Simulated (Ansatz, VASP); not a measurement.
**BaTiO3: VASP beside Ansatz**

```xyz
5
Lattice="4.0728 0.0000 0.0000 0.0000 4.0728 0.0000 0.0000 0.0000 4.0728" Properties=species:S:1:pos:R:3 pbc="T T T"
Ba    2.0364    2.0364    2.0364
Ti    0.0000    0.0000    0.0000
O     2.0364    0.0000    0.0000
O     0.0000    2.0364    0.0000
O     0.0000    0.0000    2.0364
```

Alike in both runs: functional r2SCAN; k mesh 8 × 8 × 8; occupations fermi-dirac, width 0.02 eV; no spin polarisation.

Ansatz relaxed the structure, and its values are those at the end. VASP's run is a single point on that final structure, the one shown.

|  | VASP | Ansatz |
| --- | --- | --- |
| version | VASP 6.6.1 | Ansatz 0.2.0 |
| potentials or method | VASP PAW PBE potentials, release 64 (Ba_sv, Ti_sv, O), cutoff 520 eV | PAW plane waves |
| valence electrons in the cell | 40 | 40 |

|  | VASP | Ansatz | Ansatz less VASP |
| --- | --- | --- | --- |
| gap on the k mesh at the Fermi level (eV) | 2.01 | 2.03 | +0.021 |
| pressure (GPa) | -7.7 | -9.2 | -1.57 |

VASP's potentials were made for PBE, not for r2SCAN. With one functional, cell and mesh, what is left measures potentials, basis and numerics. Ansatz's warnings: stress scf threshold loose.

Neither program's run includes spin-orbit coupling.
